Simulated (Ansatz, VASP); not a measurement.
# Pb: VASP beside Ansatz

INCAR

```
SYSTEM = Pb
ALGO = Normal ; DIPOL = 0.5 0.5 0.500
EDIFF = 1E-6 ; ENCUT = 520
GGA = PE ; IDIPOL = 3
ISIF = 2 ; ISMEAR = -1
LASPH = .TRUE. ; LCHARG = .FALSE.
LDIPOL = .TRUE. ; LREAL = .FALSE.
LWAVE = .FALSE. ; NBANDS = 66
NELM = 80 ; PREC = Accurate
SIGMA = 0.05
```

The input KPOINTS:

```
k-points
0
G
  9 9 1
  0 0 0
```

The input POSCAR:

```
Pb
1.0
    3.5243661424      0.0000000000      0.0000000000
   -1.7621830712      3.0521906115      0.0000000000
    0.0000000000      0.0000000000     35.1166731675
Pb
8
Direct
    0.3333333300      0.6666666600      0.2135737621
    0.0000000000      0.0000000000      0.2954098301
    0.6666666700      0.3333333400      0.3772458980
    0.0000000000      0.0000000000      0.4590819660
    0.3333333300      0.6666666600      0.5409180340
    0.0000000000      0.0000000000      0.6227541020
    0.6666666700      0.3333333400      0.7045901699
    0.0000000000      0.0000000000      0.7864262379
```

input.yaml

```yaml
crystal:
  lattice:
    - [3.5243661424, 0.0, 0.0]
    - [-1.7621830712, 3.0521906115, 0.0]
    - [0.0, 0.0, 35.1166731675]
  atoms:
    - { symbol: Pb, position: [0.33333333, 0.66666666, 0.2135737621] }
    - { symbol: Pb, position: [0.0, 0.0, 0.2954098301] }
    - { symbol: Pb, position: [0.66666667, 0.33333334, 0.377245898] }
    - { symbol: Pb, position: [0.0, 0.0, 0.459081966] }
    - { symbol: Pb, position: [0.33333333, 0.66666666, 0.540918034] }
    - { symbol: Pb, position: [0.0, 0.0, 0.622754102] }
    - { symbol: Pb, position: [0.66666667, 0.33333334, 0.7045901699] }
    - { symbol: Pb, position: [0.0, 0.0, 0.7864262379] }
hamiltonian:
  xc: pbe
  pseudopotentials: { kind: paw }
kpoints:
  mp_grid: { grid: [9, 9, 1] }
scf:
  occupations: { method: fermi_dirac, width: 0.05 }
output:
  forces: true
  eigenvalues: true
efield:
  axis: 3
  dipole_correction: true
  ramp_width: 0.04
```

Alike in both runs: task single point; functional PBE; k mesh 9 × 9 × 1; occupations fermi-dirac, width 0.05 eV; no spin polarisation.

|  | VASP | Ansatz |
| --- | --- | --- |
| version | VASP 6.6.1 | Ansatz 0.2.0 |
| potentials or method | VASP PAW PBE potentials, release 64 (Pb_d) | Ansatz PAW |
| plane-wave cutoff (eV) | 520 | 420 |
| valence electrons in the cell | 112 | 112 |

```csv
,VASP,Ansatz,Ansatz less VASP
gap on the k mesh at the Fermi level (eV),none,none,-
rms of the force components (eV/Å),0.113,0.114,+0.0002
```

Atom by atom the forces differ by 0.000 eV/Å (rms over components). A gap of «none» marks a metal or a gap that the smearing closes.

Neither program's run includes spin-orbit coupling.
